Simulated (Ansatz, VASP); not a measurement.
# C in VASP and in Ansatz

```xyz
2
Lattice="1.2587 0.7267 3.5144 -1.2587 0.7267 3.5144 0.0000 -1.4535 3.5144" Properties=species:S:1:pos:R:3 pbc="T T T"
C     0.0000    0.0000    1.7291
C     0.0000    0.0000    8.8140
```

Change from the starting cell: strain +0.025 along x and y, +0.050 along z, atoms carried along.

Alike in both runs: task single point; functional r2SCAN; k mesh 12 × 12 × 12; occupations gaussian, width 0.05 eV; no spin polarisation.

|  | VASP | Ansatz |
| --- | --- | --- |
| version | VASP 6.6.1 | Ansatz 0.2.0 |
| potentials or method | VASP PAW PBE potentials, release 64 (C), cutoff 520 eV | scalar-relativistic, plane waves, PAW |
| valence electrons in the cell | 8 | 8 |

|  | VASP | Ansatz | Ansatz less VASP |
| --- | --- | --- | --- |
| gap on the k mesh at the Fermi level (eV) | 0.62 | 0.62 | +0.001 |
| least direct gap on the mesh (eV) | 0.62 | 0.62 | +0.001 |
| pressure (GPa) | -17.7 | -18.3 | -0.60 |
| traceless stress, the component that is largest in VASP (GPa) | 17.11 | 17.78 | +0.663 |
| rms of the force components (eV/Å) | 0.545 | 0.550 | +0.0054 |

VASP's potentials were made for PBE, not for r2SCAN. Atom by atom the forces differ by 0.005 eV/Å (rms over components).
